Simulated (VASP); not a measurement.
# BaTiO3 (R3m) in VASP: a series of runs

Runs on BaTiO3. Level: r2SCAN. Tasks: single point.

Program: VASP 6.6.1. These are calculated values, not measurements. Logs are shortened: lines on timing, memory, paths and dates and some standing lists are left out, and cuts for length are marked.

### Step 1. The cell of the first run

The structure is trigonal, space group R3m (No. 160). Conventional cell: a = 5.655 Å, b = 5.655 Å, c = 6.953 Å, α = 90.00°, β = 90.00°, γ = 120.00°. Within 3.7 Å of Ba (site symmetry 3m) lie 12 O at 2.79 to 2.88 Å and 8 Ti at 3.38 to 3.57 Å. Ti (site symmetry 3m) has 6 O at 1.88 to 2.14 Å within 2.5 Å. O (site symmetry m) has 2 Ti at 1.88 to 2.14 Å within 2.5 Å.

### Step 2. Single point, r2SCAN

Input file POSCAR:

```
BaTiO3
1.0
    2.8276681575      1.6325549719      2.3177316080
   -2.8276681575      1.6325549719      2.3177316080
    0.0000000000     -3.2651099438      2.3177316080
Ba Ti O
1 1 3
Direct
    0.0000000000      0.0000000000      0.0000000000
    0.5140000000      0.5140000000      0.5140000000
    0.4916000000      0.4916000000      0.9815000000
    0.4916000000      0.9815000000      0.4916000000
    0.9815000000      0.4916000000      0.4916000000
```

Input file INCAR.step1:

```
ALGO = Normal
EDIFF = 1E-4
ENCUT = 520
GGA = PE
ISMEAR = 0
LASPH = True
LCHARG = False
LREAL = False
LWAVE = True
NBANDS = 28
NELM = 60
PREC = Accurate
SIGMA = 0.29
```

Input file INCAR.step2:

```
ALGO = Normal
EDIFF = 1E-6
ENCUT = 520
ISIF = 2
ISMEAR = 0
ISTART = 1
LASPH = True
LCHARG = False
LMIXTAU = True
LREAL = False
LWAVE = False
METAGGA = R2SCAN
NBANDS = 28
NELM = 60
PREC = Accurate
SIGMA = 0.29
```

Input file KPOINTS:

```
k-points
0
Gamma
  6 6 6
```

Potentials or basis: VASP PAW PBE potentials, release 64 (Ba_sv, Ti_sv, O).

Launch:

```
> cat potpaw_PBE.64/Ba_sv/POTCAR potpaw_PBE.64/Ti_sv/POTCAR potpaw_PBE.64/O/POTCAR > POTCAR
> cp INCAR.step1 INCAR
> mpirun -np 1 vasp_std > vasp.out
> cp INCAR.step2 INCAR
> mpirun -np 1 vasp_std > vasp.out
```

OUTCAR:

```text
EDIFF = 1E-6
   ENCUT = 520
   ISIF = 2
   ISMEAR = 0
   ISTART = 1
   LASPH = True
   LREAL = False
   METAGGA = R2SCAN
   NELM = 60
   PREC = Accurate

 ion  position               nearest neighbor table
   1  0.000  0.000  0.000-   3 2.79   4 2.79   5 2.79   5 2.83   4 2.83   4 2.83   5 2.83   3 2.83
                             3 2.83   3 2.88   4 2.88   5 2.88   2 3.38   2 3.43   2 3.43   2 3.43
   2  0.514  0.514  0.514-   3 1.88   4 1.88   5 1.88   3 2.14   4 2.14   5 2.14   1 3.38   1 3.43
                             1 3.43   1 3.43   1 3.50   1 3.50   1 3.50   1 3.57
   3  0.492  0.492  0.981-   2 1.88   2 2.14   1 2.79   1 2.83   1 2.83   1 2.88
   4  0.492  0.981  0.492-   2 1.88   2 2.14   1 2.79   1 2.83   1 2.83   1 2.88
   5  0.981  0.492  0.492-   2 1.88   2 2.14   1 2.79   1 2.83   1 2.83   1 2.88

  LATTYP: Found a trigonal (rhomboedric) cell.
 ALAT       =     4.0041007420
 COS(alpha) =     0.0025827226

  Lattice vectors:

 A1 = (   2.8276681575,   1.6325549719,   2.3177316080)
 A2 = (  -2.8276681575,   1.6325549719,   2.3177316080)
 A3 = (   0.0000000000,  -3.2651099438,   2.3177316080)

Analysis of symmetry for initial positions (statically):
=====================================================================
 Subroutine PRICEL returns:
 Original cell was already a primitive cell.

 Routine SETGRP: Setting up the symmetry group for a
 trigonal (rhombohedral) supercell.

 Subroutine GETGRP returns: Found  6 space group operations
 (whereof  6 operations were pure point group operations)
 out of a pool of 12 trial point group operations.

The static configuration has the point symmetry C_3v.

Analysis of symmetry for dynamics (positions and initial velocities):
=====================================================================
 Subroutine PRICEL returns:
 Original cell was already a primitive cell.

 Routine SETGRP: Setting up the symmetry group for a
 trigonal (rhombohedral) supercell.

 Subroutine GETGRP returns: Found  6 space group operations
 (whereof  6 operations were pure point group operations)
 out of a pool of 12 trial point group operations.

The dynamic configuration has the point symmetry C_3v.

 Subroutine INISYM returns: Found  6 space group operations
 (whereof  6 operations are pure point group operations),
 and found     1 'primitive' translations

----------------------------------------------------------------------------------------

                                     Primitive cell

  volume of cell :      64.1964

  direct lattice vectors                    reciprocal lattice vectors
     2.827668157  1.632554972  2.317731608     0.176824143  0.102089467  0.143818780
    -2.827668157  1.632554972  2.317731608    -0.176824143  0.102089467  0.143818780
     0.000000000 -3.265109944  2.317731608     0.000000000 -0.204178934  0.143818780

  length of vectors
     4.004100742  4.004100742  4.004100742     0.249745628  0.249745628  0.249745628

  position of ions in fractional coordinates (direct lattice)
     0.000000000  0.000000000  0.000000000
     0.514000000  0.514000000  0.514000000
     0.491600000  0.491600000  0.981500000
     0.491600000  0.981500000  0.491600000
     0.981500000  0.491600000  0.491600000

  ion indices of the primitive-cell ions
   primitive index   ion index
                 1           1
                 2           2
                 3           3
                 4           4
                 5           5

----------------------------------------------------------------------------------------

 KPOINTS: k-points

Automatic generation of k-mesh.
 Grid dimensions read from file:
 generate k-points for:    6    6    6

 Generating k-lattice:

  Cartesian coordinates                     Fractional coordinates (reciprocal lattice)
     0.029470691  0.017014911  0.023969797     0.166666667  0.000000000  0.000000000
    -0.029470691  0.017014911  0.023969797     0.000000000  0.166666667  0.000000000
     0.000000000 -0.034029822  0.023969797     0.000000000  0.000000000  0.166666667

  Length of vectors
     0.041624271  0.041624271  0.041624271

  Shift w.r.t. Gamma in fractional coordinates (k-lattice)
     0.000000000  0.000000000  0.000000000

 Subroutine IBZKPT returns following result:
 ===========================================

 Found     32 irreducible k-points:

 Following reciprocal coordinates:
            Coordinates               Weight
  0.000000  0.000000  0.000000      1.000000
  0.166667 -0.000000  0.000000      6.000000
  0.333333 -0.000000  0.000000      6.000000
  0.500000 -0.000000 -0.000000      3.000000
  0.166667  0.166667  0.000000      6.000000
  0.333333  0.166667  0.000000     12.000000
[... 16 lines left out ...]
  0.500000  0.500000  0.166667      6.000000
 -0.333333  0.500000  0.166667     12.000000
 [... further k-points ...]
   k-points           NKPTS =     32   k-points in BZ     NKDIM =     32   number of bands    NBANDS=     28
   number of dos      NEDOS =    301   number of ions     NIONS =      5
   total plane-waves  NPLWV =  27000
   dimension x,y,z NGX =    30 NGY =   30 NGZ =   30
   dimension x,y,z NGXF=    60 NGYF=   60 NGZF=   60
   ions per type =               1   1   3
   NGX,Y,Z   is equivalent  to a cutoff of  12.46, 12.46, 12.46 a.u.
   NGXF,Y,Z  is equivalent  to a cutoff of  24.91, 24.91, 24.91 a.u.
 SYSTEM =  unknown system
   PREC   = accura    normal or accurate (medium, high low for compatibility)
   ISTART =      1    job   : 0-new  1-cont  2-samecut
   ICHARG =      0    charge: 1-file 2-atom 10-const
   ISPIN  =      1    spin polarized calculation?
   LNONCOLLINEAR =      F non collinear calculations
   LSORBIT =      F    spin-orbit coupling
   LASPH  =      T    aspherical Exc in radial PAW
   ENCUT  =  520.0 eV  38.22 Ry    6.18 a.u.   7.44  7.44  7.44*2*pi/ulx,y,z
   NELM   =     60;   NELMIN=  2; NELMDL=  0     # of ELM steps
   EDIFF  = 0.1E-05   stopping-criterion for ELM
   LREAL  =      F    real-space projection
   EDIFFG = 0.1E-04   stopping-criterion for IOM
   NSW    =      0    number of steps for IOM
   IBRION =     -1    ionic relax: 0-MD 1-quasi-New 2-CG
   NFREE  =      0    steps in history (QN), initial steepest desc. (CG)
   ISIF   =      2    stress and relaxation
   ISYM   =      2    0-nonsym 1-usesym 2-fastsym
   POTIM  = 0.5000    time-step for ionic-motion
   TEBEG  =    0.0;   TEEND  =   0.0 temperature during run
   PSTRESS=    0.0 pullay stress
   NELECT =      40.0000    total number of electrons
   NUPDOWN=      -1.0000    fix difference up-down
   EMIN   =  10.00;   EMAX   =-10.00  energy-range for DOS
   EFERMI =   0.00;   METHOD = LEGACY
   ISMEAR =     0;   SIGMA  =   0.29  broadening in eV -4-tet -1-fermi 0-gaus
   EFERMI_NEDOS =   21; number of points for ismear=-14 and -15
   IALGO  =     38    algorithm
   IMIX   =      4    mixing-type and parameters
     AMIX     =   0.40;   BMIX     =  1.00
     AMIX_MAG =   1.60;   BMIX_MAG =  1.00
  volume/ion in A,a.u.               =      12.84        86.64
  Fermi-wavevector in a.u.,A,eV,Ry     =   1.398271  2.642349 26.601582  1.955161
  Thomas-Fermi vector in A             =   2.521445
   LORBIT       =      0    0 simple, 1 ext, 2 COOP (PROOUT), +10 PAW based schemes
   METAGGA = R2SCAN    functional components
   LHFCALC =     F    Hartree Fock is set to
   AEXX    =    0.0000 exact exchange contribution
   IVDW    =     0    specifies the selected vdW correction
   LEPSILON=     F    determine dielectric tensor
   LRPA    =     F    only Hartree local field effects (RPA)
 non-spin polarized calculation
 Gauss-broadening in eV      SIGMA  =   0.29
  energy-cutoff  :      520.00
  volume of cell :       64.20
 maximum number of plane-waves:      1750
 NGX is ok and might be reduce to    30
   NGX = 15   NGY = 15   NGZ = 15

 number of electron      40.0000004 magnetization

 Free energy of the ion-electron system (eV)
  ---------------------------------------------------
  ext. energy  EPLUGINS =         0.00000000
  ---------------------------------------------------
  free energy    TOTEN  =       -74.25369145 eV

  energy without entropy =      -74.25369145  energy(sigma->0) =      -74.25369145

 E-fermi :   4.8141     XC(G=0): -11.8939

 val. band max:        3.4661400782   @ k =   0.5000   0.5000   0.5000
 cond. band min:       6.2125597571   @ k =   0.0000   0.0000   0.0000
 fundamental gap:      2.7464196789
 Fermi energy:         4.8141090194

 k-point     1 :       0.0000    0.0000    0.0000
  band No.  band energies     occupation
      1     -55.0546      2.00000
      2     -30.2572      2.00000
      3     -30.2572      2.00000
      4     -30.2552      2.00000
      5     -22.0012      2.00000
      6     -14.3309      2.00000
[... 20 lines left out ...]
     27       9.0822      0.00000
     28      11.7540      0.00000

 k-point     2 :       0.1667   -0.0000    0.0000
  band No.  band energies     occupation
      1     -55.0543      2.00000
      2     -30.2714      2.00000
      3     -30.2567      2.00000
      4     -30.2553      2.00000
      5     -21.9699      2.00000
      6     -14.3521      2.00000
[... 20 lines left out ...]
     27       9.6275      0.00000
     28      12.4066      0.00000

 k-point     3 :       0.3333   -0.0000    0.0000
  band No.  band energies     occupation
      1     -55.0538      2.00000
      2     -30.3009      2.00000
      3     -30.2556      2.00000
      4     -30.2542      2.00000
      5     -21.9060      2.00000
      6     -14.4759      2.00000
[... 20 lines left out ...]
     27      10.9138      0.00000
     28      12.4692      0.00000

 k-point     4 :       0.5000   -0.0000   -0.0000
  band No.  band energies     occupation
      1     -55.0535      2.00000
      2     -30.3155      2.00000
      3     -30.2551      2.00000
      4     -30.2537      2.00000
      5     -21.8732      2.00000
      6     -14.5582      2.00000
[... 20 lines left out ...]
     27      11.7276      0.00000
     28      12.3921      0.00000

 k-point     5 :       0.1667    0.1667    0.0000
  band No.  band energies     occupation
      1     -55.0540      2.00000
      2     -30.2711      2.00000
      3     -30.2705      2.00000
      4     -30.2554      2.00000
      5     -21.9417      2.00000
      6     -14.3297      2.00000
[... 20 lines left out ...]
     27      10.1491      0.00000
     28      12.5519      0.00000

 k-point     6 :       0.3333    0.1667    0.0000
  band No.  band energies     occupation
      1     -55.0535      2.00000
      2     -30.3000      2.00000
      3     -30.2695      2.00000
      4     -30.2544      2.00000
      5     -21.8835      2.00000
      6     -14.3793      2.00000
[... 463 lines left out ...]
      5     -21.8180      2.00000
      6     -14.1032      2.00000
[... 20 lines left out ...]
     27      12.3595      0.00000
     28      12.5774      0.00000

 k-point    22 :      -0.1667    0.3333    0.1667
  band No.  band energies     occupation
      1     -55.0532      2.00000
      2     -30.2994      2.00000
      3     -30.2704      2.00000
      4     -30.2675      2.00000
      5     -21.8617      2.00000
      6     -14.2783      2.00000
[... 20 lines left out ...]
     27      11.5954      0.00000
     28      12.7033      0.00000

 k-point    23 :       0.5000    0.5000    0.1667
  band No.  band energies     occupation
      1     -55.0521      2.00000
      2     -30.3121      2.00000
      3     -30.3105      2.00000
      4     -30.2667      2.00000
      5     -21.7765      2.00000
      6     -13.8881      2.00000
[... 20 lines left out ...]
     27      12.6234      0.00000
     28      13.0468      0.00000

 k-point    24 :      -0.3333    0.5000    0.1667
  band No.  band energies     occupation
      1     -55.0523      2.00000
      2     -30.3122      2.00000
      3     -30.2971      2.00000
      4     -30.2672      2.00000
      5     -21.7960      2.00000
      6     -14.0439      2.00000
[... 20 lines left out ...]
     27      12.2755      0.00000
     28      12.7972      0.00000

 [... further k-points ...]

------------------------ aborting loop because EDIFF is reached ----------------------------------------

  FORCE on cell =-STRESS in cart. coord.  units (eV):
  Direction    XX          YY          ZZ          XY          YZ          ZX
  --------------------------------------------------------------------------------------
  -------------------------------------------------------------------------------------
  Total        1.5916710      1.5916710      1.4819787      0.0000000      0.0000000      0.0000000
  in kB       39.7240247     39.7240247     36.9863865      0.0000000      0.0000000      0.0000000
  external PRESSURE =      38.8114787 kB  Pullay stress =       0.0000000 kB

 VOLUME and BASIS-vectors are now :
 -----------------------------------------------------------------------------
  energy-cutoff  :      520.00
  volume of cell :       64.20
      direct lattice vectors                 reciprocal lattice vectors
     2.827668157  1.632554972  2.317731608     0.176824143  0.102089467  0.143818780
    -2.827668157  1.632554972  2.317731608    -0.176824143  0.102089467  0.143818780
     0.000000000 -3.265109944  2.317731608     0.000000000 -0.204178934  0.143818780

 POSITION                                       TOTAL-FORCE (eV/Angst)
 -----------------------------------------------------------------------------------
      0.00000      0.00000      0.00000        -0.000000      0.000000      0.074875
      0.00000      0.00000      3.57394        -0.000000      0.000000     -0.178925
      0.00000     -1.59958      4.55365        -0.000000     -0.177345      0.034683
     -1.38527      0.79979      4.55365        -0.153585      0.088672      0.034683
      1.38527      0.79979      4.55365         0.153585      0.088672      0.034683
 -----------------------------------------------------------------------------------
    total drift:                               -0.000000      0.000004      0.002129

  FREE ENERGIE OF THE ION-ELECTRON SYSTEM (eV)
  ---------------------------------------------------
  free  energy   TOTEN  =       -74.2536914547 eV

  energy  without entropy=      -74.2536914547  energy(sigma->0) =      -74.25369145
```

It took 3.1 min on 1 thread of Intel Xeon Platinum 8259CL at 2.50GHz (Skylake/Cascade Lake), shared host; peak memory 0.21 GiB.

Results:

* Free energy: -74.2537 eV
* Pressure: 3.9 GPa
* Largest force: 0.181 eV/Å
* Band gap on the k mesh: 2.75 eV (least direct gap 3.14 eV)

Forces in eV/Å, atoms in the order of the input:
```
Ba   0.000  0.000  0.075
Ti   0.000  0.000 -0.179
O    0.000 -0.177  0.035
O   -0.154  0.089  0.035
O    0.154  0.089  0.035
```

Caveat: the cell stands under pressure; so wide a smearing shifts energies and pressures; the PAW data sets were made with another functional, which shifts forces and pressure a little; spin-orbit coupling is left out, which moves the levels of the heavy elements.

### Step 3. Single point, r2SCAN

POSCAR is that of step 2.

Input file INCAR.step1:

```
SYSTEM = BaTiO3
ALGO = Normal ; EDIFF = 1E-4
ENCUT = 520 ; GGA = PE
ISMEAR = -1 ; LASPH = .TRUE.
LCHARG = .FALSE. ; LREAL = .FALSE.
LWAVE = .TRUE. ; NBANDS = 28
NELM = 100 ; PREC = Accurate
SIGMA = 0.15
```

Input file INCAR.step2:

```
SYSTEM = BaTiO3
ALGO = Normal ; EDIFF = 1E-6
ENCUT = 520 ; ISIF = 2
ISMEAR = -1 ; ISTART = 1
LASPH = .TRUE. ; LCHARG = .FALSE.
LMIXTAU = .TRUE. ; LREAL = .FALSE.
LWAVE = .FALSE. ; METAGGA = R2SCAN
NBANDS = 28 ; NELM = 100
PREC = Accurate ; SIGMA = 0.15
```

Input file KPOINTS:

```
k-points
0
G
  6 6 6
  0 0 0
```

Potentials or basis: VASP PAW PBE potentials, release 64 (Ba_sv, Ti_sv, O).

Launch:

```
> cat potpaw_PBE.64/Ba_sv/POTCAR potpaw_PBE.64/Ti_sv/POTCAR potpaw_PBE.64/O/POTCAR > POTCAR
> cp INCAR.step1 INCAR
> mpirun -np 1 vasp_std > vasp.out
> cp INCAR.step2 INCAR
> mpirun -np 1 vasp_std > vasp.out
```

It took 3.1 min on 1 thread of Intel Xeon Platinum 8259CL at 2.50GHz (Skylake/Cascade Lake), shared host; peak memory 0.21 GiB.

Results (log left out):

| Quantity | Value |
| --- | --- |
| Free energy | -74.2537 eV |
| Pressure | 3.9 GPa |
| Largest force | 0.181 eV/Å |
| Band gap on the k mesh | 2.75 eV (least direct gap 3.14 eV) |

Forces on the atoms (eV/Å):
```
Ba   0.000  0.000  0.075
Ti   0.000  0.000 -0.179
O    0.000 -0.177  0.035
O   -0.154  0.089  0.035
O    0.154  0.089  0.035
```

Stress tensor (GPa, compression positive):
```
3.97 0.00 0.00
0.00 3.97 0.00
0.00 0.00 3.70
```

Levels at points of the mesh, in eV from the valence-band top:
| k point | band 18 | band 19 | band 20 | band 21 | band 22 | band 23 |
| --- | --- | --- | --- | --- | --- | --- |
| (0.00, 0.00, 0.00) | -0.51 | -0.40 | -0.40 | 2.75 | 2.75 | 2.86 |
| (0.50, 0.00, 0.00) | -1.62 | -0.97 | -0.87 | 2.91 | 4.16 | 4.25 |
| (0.50, 0.50, 0.00) | -0.90 | -0.86 | -0.09 | 4.23 | 4.24 | 4.60 |
| (0.50, 0.50, 0.50) | -0.02 | -0.02 | 0.00 | 4.74 | 4.88 | 4.88 |

Caveat: the cell stands under pressure; the PAW data sets were made with another functional, which shifts forces and pressure a little; spin-orbit coupling is left out, which moves the levels of the heavy elements.

(Continued in part 2 of 2.)
